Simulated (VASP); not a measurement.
Write the native input for VASP 6.6.1 that does the following.

```
Task                   : single point
Functional             : PBE
Potentials or basis    : VASP PAW PBE potentials, release 64 (Si, Pd, W_sv)
Cutoff                 : 520 eV
k mesh                 : 8 × 8 × 4
Occupations            : gaussian, width 0.1 eV
Spin                   : no spin polarisation
Dipole correction      : no
Further INCAR settings : ALGO = Normal; EDIFF = 1e-06; NBANDS = 31
```

The structure of Si5PdW lies in POSCAR:

```
Si5PdW
1.0
    3.8085462416      0.0000000000      0.0000000000
    0.0000000000      3.8085462416      0.0000000000
    0.0000000000      0.0000000000      7.2439651932
Si Pd W
5 1 1
Direct
    0.5000000000      0.0000000000      0.7637331502
    0.5000000000      0.0000000000      0.2362668498
    0.0000000000      0.5000000000      0.7637331502
    0.0000000000      0.5000000000      0.2362668498
    0.0000000000      0.0000000000      0.5000000000
    0.0000000000      0.0000000000      0.0000000000
    0.5000000000      0.5000000000      0.5000000000
```

The input as run:

INCAR

```
SYSTEM = Si5PdW
PREC = Accurate
ENCUT = 520
EDIFF = 1E-6
ISMEAR = 0
SIGMA = 0.1
LREAL = .FALSE.
LASPH = .TRUE.
NELM = 100
ALGO = Normal
ISIF = 2
LWAVE = .FALSE.
LCHARG = .FALSE.
GGA = PE
NBANDS = 31
```

KPOINTS

```
regular mesh
0
G
  8 8 4
  0 0 0
```

Potentials or basis: VASP PAW PBE potentials, release 64 (Si, Pd, W_sv).

Run with:

```bash
$ cat potpaw_PBE.64/Si/POTCAR potpaw_PBE.64/Pd/POTCAR potpaw_PBE.64/W_sv/POTCAR > POTCAR
$ mpirun -np 1 vasp_std > vasp.out
```

It gave:

```json
{
 "Pressure": "0.0 GPa",
 "Largest force": "0.003 eV/Å",
 "Band gap on the k mesh": "zero (bands 22 and 23 overlap by 0.96 eV)"
}
```

Caveat: spin-orbit coupling is left out, which moves the levels of the heavy elements.

It took 4.5 min on 1 thread of Intel Xeon 8259CL (shared host), peak memory 0.29 GiB.
